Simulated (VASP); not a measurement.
# AlH4 (P-6m2) in VASP: notebook, part 2 of 2

VASP 6.6.1. Earlier steps stand in the parts before.

## 4. Relaxation of cell and atoms, PBE

This run uses another cell than the first one, of 9.05 Å³/atom.

The input, INCAR:

```
PREC     = Accurate       # precision mode
ENCUT    = 600            # plane-wave cutoff, eV
EDIFF    = 1E-7           # SCF threshold, eV
ISMEAR   = 0              # smearing method
SIGMA    = 0.1            # smearing width, eV
LREAL    = F              # projectors in reciprocal space
LASPH    = T              # aspherical terms in the spheres
NELM     = 100            # most SCF steps
ALGO     = Normal         # electronic algorithm
ISIF     = 3              # what is computed and relaxed
LWAVE    = F              # write WAVECAR
LCHARG   = F              # write CHGCAR
GGA      = PE             # functional
IBRION   = 2              # ionic algorithm
NSW      = 100            # ionic steps
EDIFFG   = -0.01          # ionic threshold
```

The input, KPOINTS:

```
Automatic mesh
0
Gamma
  12 12 8
```

The input, POSCAR:

```
AlH4
1.0
    3.0500043741      0.0000000000      0.0000000000
   -1.5250021870      2.6413812696      0.0000000000
    0.0000000000      0.0000000000      5.6196924770
Al H
1 4
Direct
    0.3333333333      0.6666666667      0.0000000000
    0.6666666667      0.3333333333      0.5000000000
    0.6666666667      0.3333333333      0.3252779365
    0.6666666667      0.3333333333      0.6747220635
    0.6666666667      0.3333333333      0.0000000000
```

Potentials or basis: VASP PAW PBE potentials, release 64 (Al, H).

Command:

```sh
$ cat potpaw_PBE.64/Al/POTCAR potpaw_PBE.64/H/POTCAR > POTCAR
$ mpirun -np 1 vasp_std > vasp.out
```

OUTCAR:

```text
PREC = Accurate
   ENCUT = 600
   EDIFF = 1E-7
   ISMEAR = 0
   LREAL = F
   LASPH = T
   NELM = 100
   ISIF = 3
   GGA = PE
   IBRION = 2
   NSW = 100
   EDIFFG = -0.01

 ion  position               nearest neighbor table
   1  0.333  0.667  0.000-   5 1.76   5 1.76   5 1.76
   2  0.667  0.333  0.500-
   3  0.667  0.333  0.325-
   4  0.667  0.333  0.675-
   5  0.667  0.333  0.000-   1 1.76   1 1.76   1 1.76

  LATTYP: Found a hexagonal cell.
 ALAT       =     3.0500043741
 C/A-ratio  =     1.8425194812

  Lattice vectors:

 A1 = (   3.0500043741,   0.0000000000,   0.0000000000)
 A2 = (  -1.5250021870,   2.6413812696,   0.0000000000)
 A3 = (   0.0000000000,   0.0000000000,   5.6196924770)

Analysis of symmetry for initial positions (statically):
=====================================================================
 Subroutine PRICEL returns:
 Original cell was already a primitive cell.

 Routine SETGRP: Setting up the symmetry group for a
 hexagonal supercell.

 Subroutine GETGRP returns: Found 12 space group operations
 (whereof 12 operations were pure point group operations)
 out of a pool of 24 trial point group operations.

The static configuration has the point symmetry D_3h.

Analysis of symmetry for dynamics (positions and initial velocities):
=====================================================================
 Subroutine PRICEL returns:
 Original cell was already a primitive cell.

 Routine SETGRP: Setting up the symmetry group for a
 hexagonal supercell.

 Subroutine GETGRP returns: Found 12 space group operations
 (whereof 12 operations were pure point group operations)
 out of a pool of 24 trial point group operations.

The dynamic configuration has the point symmetry D_3h.

 Subroutine INISYM returns: Found 12 space group operations
 (whereof 12 operations are pure point group operations),
 and found     1 'primitive' translations

----------------------------------------------------------------------------------------

                                     Primitive cell

  volume of cell :      45.2735

  direct lattice vectors                    reciprocal lattice vectors
     3.050004374  0.000000000  0.000000000     0.327868382  0.189294899  0.000000000
    -1.525002187  2.641381270  0.000000000     0.000000000  0.378589798  0.000000000
     0.000000000  0.000000000  5.619692477     0.000000000  0.000000000  0.177945680

  length of vectors
     3.050004374  3.050004374  5.619692477     0.378589798  0.378589798  0.177945680

  position of ions in fractional coordinates (direct lattice)
     0.333333333  0.666666667  0.000000000
     0.666666667  0.333333333  0.500000000
     0.666666667  0.333333333  0.325277937
     0.666666667  0.333333333  0.674722063
     0.666666667  0.333333333  0.000000000

  ion indices of the primitive-cell ions
   primitive index   ion index
                 1           1
                 2           2
                 3           3
                 4           4
                 5           5

----------------------------------------------------------------------------------------

 KPOINTS: Automatic mesh
[... 52 lines left out ...]
   total plane-waves  NPLWV =  27648
   dimension x,y,z NGX =    24 NGY =   24 NGZ =   48
   dimension x,y,z NGXF=    48 NGYF=   48 NGZF=   96
   ions per type =               1   4
   NGX,Y,Z   is equivalent  to a cutoff of  13.08, 13.08, 14.20 a.u.
   NGXF,Y,Z  is equivalent  to a cutoff of  26.16, 26.16, 28.40 a.u.
 SYSTEM =  unknown system
   PREC   = accura    normal or accurate (medium, high low for compatibility)
   ISTART =      0    job   : 0-new  1-cont  2-samecut
   ICHARG =      2    charge: 1-file 2-atom 10-const
   ISPIN  =      1    spin polarized calculation?
   LNONCOLLINEAR =      F non collinear calculations
   LSORBIT =      F    spin-orbit coupling
   LASPH  =      T    aspherical Exc in radial PAW
   ENCUT  =  600.0 eV  44.10 Ry    6.64 a.u.   6.09  6.09 11.22*2*pi/ulx,y,z
   NELM   =    100;   NELMIN=  2; NELMDL= -5     # of ELM steps
   EDIFF  = 0.1E-06   stopping-criterion for ELM
   LREAL  =      F    real-space projection
   EDIFFG = -.1E-01   stopping-criterion for IOM
   NSW    =    100    number of steps for IOM
   IBRION =      2    ionic relax: 0-MD 1-quasi-New 2-CG
   NFREE  =      1    steps in history (QN), initial steepest desc. (CG)
   ISIF   =      3    stress and relaxation
   ISYM   =      2    0-nonsym 1-usesym 2-fastsym
   POTIM  = 0.5000    time-step for ionic-motion
   TEBEG  =    0.0;   TEEND  =   0.0 temperature during run
   PSTRESS=    0.0 pullay stress
   NELECT =       7.0000    total number of electrons
   NUPDOWN=      -1.0000    fix difference up-down
   EMIN   =  10.00;   EMAX   =-10.00  energy-range for DOS
   EFERMI =   0.00;   METHOD = LEGACY
   ISMEAR =     0;   SIGMA  =   0.10  broadening in eV -4-tet -1-fermi 0-gaus
   EFERMI_NEDOS =   21; number of points for ismear=-14 and -15
   IALGO  =     38    algorithm
   IMIX   =      4    mixing-type and parameters
     AMIX     =   0.40;   BMIX     =  1.00
     AMIX_MAG =   1.60;   BMIX_MAG =  1.00
  volume/ion in A,a.u.               =       9.05        61.10
  Fermi-wavevector in a.u.,A,eV,Ry     =   0.878671  1.660447 10.504544  0.772062
  Thomas-Fermi vector in A             =   1.998789
   LORBIT       =      0    0 simple, 1 ext, 2 COOP (PROOUT), +10 PAW based schemes
   GGA     = PE    functional components
   LHFCALC =     F    Hartree Fock is set to
   AEXX    =    0.0000 exact exchange contribution
   IVDW    =     0    specifies the selected vdW correction
   LEPSILON=     F    determine dielectric tensor
   LRPA    =     F    only Hartree local field effects (RPA)
 conjugate gradient relaxation of ions
 non-spin polarized calculation
 Gauss-broadening in eV      SIGMA  =   0.10
  energy-cutoff  :      600.00
  volume of cell :       45.27
 maximum number of plane-waves:      1532
   NGX = 13   NGY = 13   NGZ = 23

--------------------------------------- Ionic step        1  -------------------------------------------

 number of electron       7.0000000 magnetization

 Free energy of the ion-electron system (eV)
  ---------------------------------------------------
  ext. energy  EPLUGINS =         0.00000000
  ---------------------------------------------------
  free energy    TOTEN  =       -14.27493869 eV

  energy without entropy =      -14.26571736  energy(sigma->0) =      -14.27032802

------------------------ aborting loop because EDIFF is reached ----------------------------------------

  FORCE on cell =-STRESS in cart. coord.  units (eV):
  Direction    XX          YY          ZZ          XY          YZ          ZX
  --------------------------------------------------------------------------------------
  -------------------------------------------------------------------------------------
  Total       -0.0605146     -0.0605146      0.1371886     -0.0000000     -0.0000000     -0.0000000
  in kB       -2.1415423     -2.1415423      4.8549485     -0.0000000     -0.0000000     -0.0000000
  external PRESSURE =       0.1906213 kB  Pullay stress =       0.0000000 kB
[... 104 lines left out ...]
--------------------------------------- Ionic step        4  -------------------------------------------

 number of electron       7.0000000 magnetization

 Free energy of the ion-electron system (eV)
  ---------------------------------------------------
  ext. energy  EPLUGINS =         0.00000000
  ---------------------------------------------------
  free energy    TOTEN  =       -14.27657985 eV

  energy without entropy =      -14.26829027  energy(sigma->0) =      -14.27243506

 E-fermi :   1.7938     XC(G=0):  -8.2329

 val. band max:        1.7694343637   @ k =   0.3333   0.2500   0.1250
 cond. band min:       1.8015593092   @ k =   0.2500   0.0833   0.0000
 fundamental gap:      0.0321249455
 Fermi energy:         1.7938087152

 k-point     1 :       0.0000    0.0000    0.0000
  band No.  band energies     occupation
      1      -9.2660      2.00000
      2      -5.3206      2.00000
      3      -2.5871      2.00000
      4       6.8274      0.00000
      5       7.8354      0.00000
      6      11.3039      0.00000
      7      11.3039      0.00000
[... 221 lines left out ...]
 k-point    24 :       0.3333    0.0000    0.1250
  band No.  band energies     occupation
      1      -7.4197      2.00000
      2      -4.4724      2.00000
      3      -0.4674      2.00000
      4       0.9171      2.00000
      5       5.8755      0.00000
      6       7.6767      0.00000
      7       7.9274      0.00000

 [... further k-points ...]

------------------------ aborting loop because EDIFF is reached ----------------------------------------

  FORCE on cell =-STRESS in cart. coord.  units (eV):
  Direction    XX          YY          ZZ          XY          YZ          ZX
  --------------------------------------------------------------------------------------
  -------------------------------------------------------------------------------------
  Total       -0.0072128     -0.0072128      0.0340300     -0.0000000      0.0000000      0.0000000
  in kB       -0.2546208     -0.2546208      1.2013040     -0.0000000      0.0000000      0.0000000
  external PRESSURE =       0.2306875 kB  Pullay stress =       0.0000000 kB
[... 20 lines left out ...]
  FREE ENERGIE OF THE ION-ELECTRON SYSTEM (eV)
  ---------------------------------------------------
  free  energy   TOTEN  =       -14.2765798495 eV

  energy  without entropy=      -14.2682902654  energy(sigma->0) =      -14.27243506

 reached required accuracy - stopping structural energy minimisation
```

It took 51 s on 1 thread of Intel Xeon Platinum 8559C (Emerald Rapids), shared host; peak memory 0.18 GiB.

Results:

```
Free energy                           : -14.2766 eV
Relaxed volume                        : 9.08 Å³/atom
Relaxed cell                          : a = 3.041 Å, b = 3.041 Å, c = 5.668 Å, α = 90.00°, β = 90.00°, γ = 120.00°
Space group after relaxing (to 0.1 Å) : P-6m2 (No. 187)
Energy gained by relaxing             : 0.3 meV/atom
Ionic steps                           : 4
Pressure after relaxing               : 0.0 GPa
Band gap on the k mesh                : zero (an odd number of electrons rules out a gap without spin polarisation)
```

Forces on the atoms (eV/Å):
```
Al   0.000  0.000  0.000
H    0.000  0.000  0.000
H    0.000  0.000  0.002
H    0.000  0.000 -0.002
H    0.000  0.000  0.000
```

Stress tensor (GPa, compression positive):
```
-0.03  0.00  0.00
 0.00 -0.03  0.00
 0.00  0.00  0.12
```

Step by step:
```csv
step,energy change (eV),largest force (eV/Å),pressure (GPa),volume (Å³)
1,0.0000,0.0572,0.02,45.27
2,-0.0005,0.0352,0.05,45.28
3,-0.0013,0.0329,0.15,45.30
4,-0.0016,0.0020,0.02,45.39
```

Final structure:
```xyz
5
Lattice="3.0406 0.0000 0.0000 -1.5203 2.6333 0.0000 0.0000 0.0000 5.6684" Properties=species:S:1:pos:R:3 pbc="T T T"
Al    0.0000    1.7555    0.0000
H     1.5203    0.8778    2.8342
H     1.5203    0.8778    1.8549
H     1.5203    0.8778    3.8135
H     1.5203    0.8778    0.0000
```

Levels at points of the mesh, in eV from the Fermi level:
| k point | band 1 | band 2 | band 3 | band 4 | band 5 | band 6 | band 7 |
| --- | --- | --- | --- | --- | --- | --- | --- |
| (0.00, 0.00, 0.00) | -11.06 | -7.11 | -4.38 | 5.03 | 6.04 | 9.51 | 9.51 |
| (0.50, 0.00, 0.00) | -8.24 | -5.47 | -3.00 | -1.52 | 3.05 | 4.94 | 5.62 |
| (0.00, 0.00, 0.50) | -10.72 | -8.49 | -0.95 | 0.42 | 6.51 | 9.57 | 9.57 |
| (0.50, 0.00, 0.50) | -7.60 | -6.85 | -2.90 | 0.84 | 1.88 | 4.51 | 5.66 |

## 5. Overview

| task | cell | k mesh | cutoff (eV) | gap on the mesh (eV) | pressure (GPa) | relaxed volume (Å³/atom) | largest force (eV/Å) |
| --- | --- | --- | --- | --- | --- | --- | --- |
| relaxation of cell and atoms | relaxed from a = 3.107, b = 3.107, c = 6.790 Å, angles 90.0, 90.0, 120.0°, 5 atoms, atomic positions A | 6 × 6 × 4 | 600 | none | 0.1 | 9.01 | 0.01 |
| single point | a = 3.041, b = 3.041, c = 5.680 Å, angles 90.0, 90.0, 120.0°, 5 atoms, atomic positions B | 12 × 12 × 8 | 520 | none | -0.2 | - | 0.01 |
| relaxation of cell and atoms | relaxed from a = 3.050, b = 3.050, c = 5.620 Å, angles 90.0, 90.0, 120.0°, 5 atoms, atomic positions C | 12 × 12 × 8 | 600 | none | 0.0 | 9.08 | - |

Alike in all rows: level PBE; potentials or basis VASP PAW PBE potentials, release 64 (Al, H); no spin polarisation; smearing gaussian 0.1 eV.

Caveats: some runs use coarse meshes; the volume moved by over 15 % at a fixed basis, so the end points are rough (at least some runs).

Absolute energies hang on the potentials; compare differences alone.

The gap in the log of VASP goes by the Fermi energy; the results here count the filled bands.